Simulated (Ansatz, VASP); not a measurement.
## TiPt3 in VASP and in Ansatz

INCAR

```
  PREC = Accurate
  ENCUT = 520
  EDIFF = 1E-6
  ISMEAR = 0
  SIGMA = 0.1
  LREAL = F
  LASPH = T
  NELM = 100
  ALGO = Fast
  ISIF = 2
  LWAVE = F
  LCHARG = F
  GGA = PE
  NBANDS = 29
```

The input KPOINTS:

```
regular mesh
0
Gamma
  10 10 10
```

Contents of POSCAR:

```
TiPt3
1.0
    3.9872777617      0.0000000000      0.0000000000
    0.0000000000      3.9872777617      0.0000000000
    0.0000000000      0.0000000000      3.9872777617
Ti Pt
1 3
Direct
    0.0000000000      0.0000000000      0.0000000000
    0.0000000000      0.5000000000      0.5000000000
    0.5000000000      0.0000000000      0.5000000000
    0.5000000000      0.5000000000      0.0000000000
```

Input for Ansatz:

```yaml
crystal:
  lattice:
    - [3.9872777617, 0.0, 0.0]
    - [0.0, 3.9872777617, 0.0]
    - [0.0, 0.0, 3.9872777617]
  atoms:
    - { symbol: Ti, position: [0.0, 0.0, 0.0] }
    - { symbol: Pt, position: [0.0, 0.5, 0.5] }
    - { symbol: Pt, position: [0.5, 0.0, 0.5] }
    - { symbol: Pt, position: [0.5, 0.5, 0.0] }
basis:
  ecutwfc: 420
kpoints:
  mp_grid: { grid: [10, 10, 10] }
hamiltonian:
  xc: pbe
scf:
  occupations: { method: gaussian, width: 0.1 }
output:
  forces: true
  stress: true
  eigenvalues: true
```

Alike in both runs: task single point; functional PBE; k mesh 10 × 10 × 10; occupations gaussian, width 0.1 eV; no spin polarisation.

|  | VASP | Ansatz |
| --- | --- | --- |
| version | VASP 6.6.1 | Ansatz 0.2.0 |
| potentials or method | VASP PAW PBE potentials, release 64 (Ti_sv, Pt), cutoff 520 eV | scalar-relativistic, plane waves, PAW |
| valence electrons in the cell | 42 | 66 |

```tsv
	VASP	Ansatz	Ansatz less VASP
gap on the k mesh at the Fermi level (eV)	none	none	-
pressure (GPa)	-7.6	-6.5	+1.07
```

A gap of «none» marks a metal or a gap that the smearing closes. VASP's potentials hold 42 valence electrons a cell and Ansatz's 66, so a difference there can come from the potentials and not from the codes.

Neither program's run includes spin-orbit coupling.
